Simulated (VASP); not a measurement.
Runs of VASP 6.6.1 on Al2InN3. The structure is that of space group P-62m (No. 189), or close to it. The cells are those of the table. 

```tsv
task	spin	cell	k mesh	cutoff (eV)	gap on the mesh (eV)	pressure (GPa)	moment (μB)	relaxed volume (Å³/atom)	largest force (eV/Å)
relaxation of cell and atoms	off	relaxed from a = 4.544, b = 4.544, c = 5.152 Å, angles 90.0, 90.0, 120.0°, 6 atoms	6 × 6 × 4	600	none	-0.2	-	(a)	0.04
single point	off	a = 4.544, b = 4.544, c = 5.152 Å, angles 90.0, 90.0, 120.0°, 6 atoms	6 × 6 × 4	520	none	-1.3	-	-	0.64
single point	off	a = 5.250, b = 5.250, c = 2.748 Å, angles 90.0, 90.0, 120.0°, 6 atoms	12 × 12 × 14	520	none	-0.1	-	-	(b)
single point	collinear, ferromagnetic start	a = 5.258, b = 5.258, c = 2.733 Å, angles 90.0, 90.0, 120.0°, 6 atoms	6 × 6 × 6	520	none	0.2	0.15	-	0.01
single point	collinear, ferromagnetic start	a = 4.544, b = 4.544, c = 5.152 Å, angles 90.0, 90.0, 120.0°, 6 atoms	6 × 6 × 4	520	none	-1.3	0.00	-	0.64
single point	off	a = 5.258, b = 5.258, c = 2.733 Å, angles 90.0, 90.0, 120.0°, 6 atoms	6 × 6 × 6	520	none	0.2	-	-	0.01
single point	off	a = 5.266, b = 5.266, c = 2.724 Å, angles 90.0, 90.0, 120.0°, 6 atoms	6 × 6 × 4	520	none	0.0	-	-	0.02
relaxation of cell and atoms	off	relaxed from a = 5.266, b = 5.266, c = 2.724 Å, angles 90.0, 90.0, 120.0°, 6 atoms	6 × 6 × 6	600	none	-0.1	-	10.91	0.01
```

Alike in all rows: level PBE; potentials or basis VASP PAW PBE potentials, release 64 (Al, In_d, N); smearing gaussian 0.1 eV.

Estimate the missing entries.

(a) 10.90; (b) 0.03.

Caveats: some runs use coarse meshes; spin-orbit coupling is left out, which moves the levels of the heavy elements; the volume moved by over 15 % at a fixed basis, so the end points are rough (some runs).

A k mesh can miss the band edges, and the runs leave out spin-orbit coupling on In.

A gap of «none» marks levels without a gap at the run's occupations.
